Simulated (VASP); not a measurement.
Crystal: Zr2P3.

```
Zr P
1.0
     4.26000    0.00000    0.00000
    -2.13000    3.68927    0.00000
     0.00000    0.00000    5.14356
Zr P
2 3
Direct
  0.33333 0.66667 0.13800
  0.66667 0.33333 0.86200
  0.00000 0.00000 0.00000
  0.33333 0.66667 0.62500
  0.66667 0.33333 0.37500
```

* Program: VASP 6.6.1
* Task: relaxation of cell and atoms
* Functional: PBE
* Potentials or basis: VASP PAW PBE potentials, release 64 (Zr_sv, P)
* Cutoff: 600 eV
* k mesh: 6 × 6 × 4
* Occupations: gaussian, width 0.1 eV
* Spin: no spin polarisation

At the start: pressure 28.5 GPa; volume 16.17 Å³/atom.

Problem. How do energy, volume and symmetry change on relaxing?

Solution. Over 18 steps the energy falls by 516.6 meV/atom and the volume is 19.35 Å³/atom (+19.7 %); space group P-3m1 (No. 164, to 0.05 Å).

The path:
```
step  energy change (eV)  largest force (eV/Å)  pressure (GPa)  volume (Å³)
   1              0.0000                1.6083           28.46        80.84
   2             -0.3975                0.9424          -14.17       119.19
   3             -1.4336                0.8496           -1.64        98.83
   4             -1.4344                0.8444           -1.26        98.44
   5             -1.6228                1.2029            0.15        98.10
   6             -1.6549                1.3788            1.34        97.84
   7             -1.7611                0.9013            0.61        98.87
   8             -1.8101                1.0878            0.21       100.26
   9             -1.9599                1.1464           -1.77       101.38
  10             -2.1083                1.2067           -5.02       103.86
  11             -2.2708                1.1813           -3.24       101.29
  12             -2.4530                0.9504            1.94        95.70
  13             -2.5340                0.5147            0.83        96.17
  14             -2.5751                0.1319           -0.39        96.87
  15             -2.5754                0.0973           -0.31        96.81
  16             -2.5808                0.0843            0.11        96.50
  17             -2.5819                0.0731            0.43        96.27
  18             -2.5831                0.0306           -0.03        96.73
```

Final structure:
```
Zr P
1.0
     4.62357    0.00000    0.00000
    -2.31179    4.00413    0.00000
     0.00000    0.00000    5.22461
Zr P
2 3
Direct
  0.33333 0.66667 0.22786
  0.66667 0.33333 0.77214
  0.00000 0.00000 0.00000
  0.33333 0.66667 0.72642
  0.66667 0.33333 0.27358
```

Caveat: the volume moved by over 15 % at a fixed basis, so the end points are rough.
